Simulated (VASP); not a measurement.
# Au (Im-3m) in VASP: a series of runs

Runs on Au. Level: BLYP. Tasks: single point, relaxation of cell and atoms.

Everything below comes from runs of VASP 6.6.1. Logs are shortened: lines on timing, memory, paths and dates and some standing lists are left out, and cuts for length are marked.

### 1 The cell of the first run

It takes space group Im-3m (No. 229, cubic). The conventional cell has a = 3.394 Å, b = 3.394 Å, c = 3.394 Å, α = 90.00°, β = 90.00°, γ = 90.00°. Au (site symmetry m-3m) has 14 Au at 2.94 to 3.39 Å within 3.9 Å.

### 2 Single point, BLYP

The input, INCAR:

```
AGGAC = 1.0
AGGAX = 1.0
ALDAC = 0.0
ALDAX = 1.0
ALGO = Normal
EDIFF = 1E-7
ENCUT = 520
GGA = B5
ISIF = 2
ISMEAR = -1
LASPH = True
LCHARG = False
LREAL = False
LWAVE = False
NBANDS = 12
NELM = 100
PREC = Accurate
SIGMA = 0.1
```

The input, KPOINTS:

```
k-points
0
Gamma
  15 15 15
```

The input, POSCAR:

```
Au
1.0
   -1.6970613698      1.6970613698      1.6970613698
    1.6970613698     -1.6970613698      1.6970613698
    1.6970613698      1.6970613698     -1.6970613698
Au
1
Direct
    0.0000000000      0.0000000000      0.0000000000
```

Potentials or basis: VASP PAW PBE potentials, release 64 (Au).

Run with:

```console
$ cat potpaw_PBE.64/Au/POTCAR > POTCAR
$ mpirun -np 1 vasp_std > vasp.out
```

OUTCAR:

```text
EDIFF = 1E-7
   ENCUT = 520
   GGA = B5
   ISIF = 2
   ISMEAR = -1
   LASPH = True
   LREAL = False
   NELM = 100
   PREC = Accurate

 ion  position               nearest neighbor table
   1  0.000  0.000  0.000-

  LATTYP: Found a body centered cubic cell.
 ALAT       =     3.3941227396

  Lattice vectors:

 A1 = (  -1.6970613698,   1.6970613698,   1.6970613698)
 A2 = (   1.6970613698,  -1.6970613698,   1.6970613698)
 A3 = (   1.6970613698,   1.6970613698,  -1.6970613698)

Analysis of symmetry for initial positions (statically):
=====================================================================
 Subroutine PRICEL returns:
 Original cell was already a primitive cell.

 Routine SETGRP: Setting up the symmetry group for a
 body centered cubic supercell.

 Subroutine GETGRP returns: Found 48 space group operations
 (whereof 48 operations were pure point group operations)
 out of a pool of 48 trial point group operations.

The static configuration has the point symmetry O_h .

Analysis of symmetry for dynamics (positions and initial velocities):
=====================================================================
 Subroutine PRICEL returns:
 Original cell was already a primitive cell.

 Routine SETGRP: Setting up the symmetry group for a
 body centered cubic supercell.

 Subroutine GETGRP returns: Found 48 space group operations
 (whereof 48 operations were pure point group operations)
 out of a pool of 48 trial point group operations.

The dynamic configuration has the point symmetry O_h .

 Subroutine INISYM returns: Found 48 space group operations
 (whereof 48 operations are pure point group operations),
 and found     1 'primitive' translations

----------------------------------------------------------------------------------------

                                     Primitive cell

  volume of cell :      19.5503

  direct lattice vectors                    reciprocal lattice vectors
    -1.697061370  1.697061370  1.697061370     0.000000000  0.294626941  0.294626941
     1.697061370 -1.697061370  1.697061370     0.294626941  0.000000000  0.294626941
     1.697061370  1.697061370 -1.697061370     0.294626941  0.294626941  0.000000000

  length of vectors
     2.939396516  2.939396516  2.939396516     0.416665416  0.416665416  0.416665416

[... 81 lines left out ...]
   NSW    =      0    number of steps for IOM
   IBRION =     -1    ionic relax: 0-MD 1-quasi-New 2-CG
   NFREE  =      0    steps in history (QN), initial steepest desc. (CG)
   ISIF   =      2    stress and relaxation
   ISYM   =      2    0-nonsym 1-usesym 2-fastsym
   POTIM  = 0.5000    time-step for ionic-motion
   TEBEG  =    0.0;   TEEND  =   0.0 temperature during run
   PSTRESS=    0.0 pullay stress
   NELECT =      11.0000    total number of electrons
   NUPDOWN=      -1.0000    fix difference up-down
   EMIN   =  10.00;   EMAX   =-10.00  energy-range for DOS
   EFERMI =   0.00;   METHOD = LEGACY
   ISMEAR =    -1;   SIGMA  =   0.10  broadening in eV -4-tet -1-fermi 0-gaus
   EFERMI_NEDOS =   21; number of points for ismear=-14 and -15
   IALGO  =     38    algorithm
   IMIX   =      4    mixing-type and parameters
     AMIX     =   0.40;   BMIX     =  1.00
     AMIX_MAG =   1.60;   BMIX_MAG =  1.00
  volume/ion in A,a.u.               =      19.55       131.93
  Fermi-wavevector in a.u.,A,eV,Ry     =   1.351517  2.553997 24.852377  1.826598
  Thomas-Fermi vector in A             =   2.478932
   LORBIT       =      0    0 simple, 1 ext, 2 COOP (PROOUT), +10 PAW based schemes
   GGA     = B5    functional components
   LHFCALC =     F    Hartree Fock is set to
   AEXX    =    0.0000 exact exchange contribution
   IVDW    =     0    specifies the selected vdW correction
   LEPSILON=     F    determine dielectric tensor
   LRPA    =     F    only Hartree local field effects (RPA)
 non-spin polarized calculation
  energy-cutoff  :      520.00
  volume of cell :       19.55
 maximum number of plane-waves:       543
 NGX is ok and might be reduce to    24
   NGX = 11   NGY = 11   NGZ = 11

 number of electron      11.0000003 magnetization

 Free energy of the ion-electron system (eV)
  ---------------------------------------------------
  ext. energy  EPLUGINS =         0.00000000
  ---------------------------------------------------
  free energy    TOTEN  =        -2.44613117 eV

  energy without entropy =       -2.43629896  energy(sigma->0) =       -2.44121507

 E-fermi :   7.8659     XC(G=0): -11.2888

 val. band max:        7.6664282122   @ k =   0.4667   0.0000   0.0000
 cond. band min:       7.8855155023   @ k =  -0.4000   0.4000   0.2000
 fundamental gap:      0.2190872901
 Fermi energy:         7.8659022284

 k-point     1 :       0.0000    0.0000    0.0000
  band No.  band energies     occupation
      1      -0.5120      2.00000
      2       3.6816      2.00000
      3       3.6816      2.00000
      4       3.6816      2.00000
      5       5.2424      2.00000
      6       5.2424      2.00000
      7      24.5727      0.00000
      8      24.5727      0.00000
      9      24.5727      0.00000
     10      29.6558      0.00000
     11      29.6558      0.00000
     12      29.6558      0.00000
[... 331 lines left out ...]
 k-point    24 :       0.4000    0.2000    0.0000
  band No.  band energies     occupation
      1       2.3828      2.00000
      2       3.0970      2.00000
      3       4.4668      2.00000
      4       5.1234      2.00000
      5       5.6767      2.00000
      6      10.5483      0.00000
      7      10.5969      0.00000
      8      16.6368      0.00000
      9      21.1731      0.00000
     10      27.8898      0.00000
     11      29.2989      0.00000
     12      31.9947      0.00000

 [... further k-points ...]

------------------------ aborting loop because EDIFF is reached ----------------------------------------

  FORCE on cell =-STRESS in cart. coord.  units (eV):
  Direction    XX          YY          ZZ          XY          YZ          ZX
  --------------------------------------------------------------------------------------
  -------------------------------------------------------------------------------------
  Total        0.0548046      0.0548046      0.0548046      0.0000000      0.0000000      0.0000000
  in kB        4.4913329      4.4913329      4.4913329      0.0000000      0.0000000      0.0000000
  external PRESSURE =       4.4913329 kB  Pullay stress =       0.0000000 kB

 VOLUME and BASIS-vectors are now :
 -----------------------------------------------------------------------------
  energy-cutoff  :      520.00
  volume of cell :       19.55
      direct lattice vectors                 reciprocal lattice vectors
    -1.697061370  1.697061370  1.697061370     0.000000000  0.294626941  0.294626941
     1.697061370 -1.697061370  1.697061370     0.294626941  0.000000000  0.294626941
     1.697061370  1.697061370 -1.697061370     0.294626941  0.294626941  0.000000000

 POSITION                                       TOTAL-FORCE (eV/Angst)
 -----------------------------------------------------------------------------------
      0.00000      0.00000      0.00000        -0.000000      0.000000      0.000000
 -----------------------------------------------------------------------------------
    total drift:                                0.000000      0.000000     -0.000000

  FREE ENERGIE OF THE ION-ELECTRON SYSTEM (eV)
  ---------------------------------------------------
  free  energy   TOTEN  =        -2.4461311736 eV

  energy  without entropy=       -2.4362989648  energy(sigma->0) =       -2.44121507
```

Wall time 31 s (1 thread of Intel Xeon Platinum 8375C at 2.90GHz (Ice Lake), shared host); peak memory 0.16 GiB.

Results:

* Free energy: -2.4461 eV
* Pressure: 0.4 GPa

Caveat: the PAW data sets were made with another functional, which shifts forces and pressure a little; spin-orbit coupling is left out, which moves the levels of the heavy elements.

(Part 1 of 2 ends here.)
